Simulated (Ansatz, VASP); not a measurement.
# Sc2F3 in VASP and in Ansatz

Contents of INCAR:

```
  PREC = Accurate
  ENCUT = 600
  EDIFF = 1E-7
  ISMEAR = 0
  SIGMA = 0.2
  LREAL = F
  LASPH = T
  NELM = 120
  ALGO = Normal
  ISIF = 3
  LWAVE = F
  LCHARG = F
  GGA = PE
  IBRION = 2
  NSW = 36
  EDIFFG = -0.08
  GGA_COMPAT = F
  NELMIN = 4
```

File KPOINTS:

```
Automatic mesh
0
Gamma
  4 4 4
```

File POSCAR:

```
Sc2F3
1.0
    2.7750000000      1.6021470000      5.1000000000
   -2.7750000000      1.6021470000      5.1000000000
    0.0000000000     -3.2042939900      5.1000000000
Sc F
4 6
Direct
    0.8520000000      0.8520000000      0.8520000000
    0.6480000000      0.6480000000      0.6480000000
    0.3520000000      0.3520000000      0.3520000000
    0.1480000000      0.1480000000      0.1480000000
    0.5560000000      0.2500000000      0.9440000000
    0.2500000000      0.9440000000      0.5560000000
    0.9440000000      0.5560000000      0.2500000000
    0.7500000000      0.0560000000      0.4440000000
    0.0560000000      0.4440000000      0.7500000000
    0.4440000000      0.7500000000      0.0560000000
```

Input for Ansatz:

```yaml
crystal:
  lattice:
    - [2.775, 1.602147, 5.1]
    - [-2.775, 1.602147, 5.1]
    - [0.0, -3.20429399, 5.1]
  atoms:
    - { symbol: Sc, position: [0.852, 0.852, 0.852] }
    - { symbol: Sc, position: [0.648, 0.648, 0.648] }
    - { symbol: Sc, position: [0.352, 0.352, 0.352] }
    - { symbol: Sc, position: [0.148, 0.148, 0.148] }
    - { symbol: F, position: [0.556, 0.25, 0.944] }
    - { symbol: F, position: [0.25, 0.944, 0.556] }
    - { symbol: F, position: [0.944, 0.556, 0.25] }
    - { symbol: F, position: [0.75, 0.056, 0.444] }
    - { symbol: F, position: [0.056, 0.444, 0.75] }
    - { symbol: F, position: [0.444, 0.75, 0.056] }
basis:
  ecutwfc: 420
kpoints:
  mp_grid: { grid: [4, 4, 4] }
hamiltonian:
  xc: pbe
scf:
  occupations: { method: gaussian, width: 0.2 }
  lower_state_search: "off"
output:
  forces: true
  stress: true
  eigenvalues: true
relax:
  adjacent_minimum: "off"
  f_tol: 0.08
  max_steps: 16
  cell: { stress_tol: 0.8 }
```

Alike in both runs: task relaxation of cell and atoms; functional PBE; k mesh 4 × 4 × 4; occupations gaussian, width 0.2 eV; no spin polarisation.

|  | VASP | Ansatz |
| --- | --- | --- |
| version | VASP 6.6.1 | Ansatz 0.2.0 |
| potentials or method | VASP PAW PBE potentials, release 64 (Sc_sv, F), cutoff 600 eV | scalar-relativistic, plane waves, PAW |
| valence electrons in the cell | 86 | 86 |

|  | VASP | Ansatz | Ansatz less VASP |
| --- | --- | --- | --- |
| gap on the k mesh at the Fermi level, each at its own relaxed structure (eV) | none | none | - |
| relaxed volume (Å³/atom) | 14.51 | 14.29 | -0.218 |
| relaxed length of the cell vector where the two differ most in proportion (Å) | 6.093 | 6.121 | +0.0276 |

A gap of «none» marks a metal or a gap that the smearing closes.
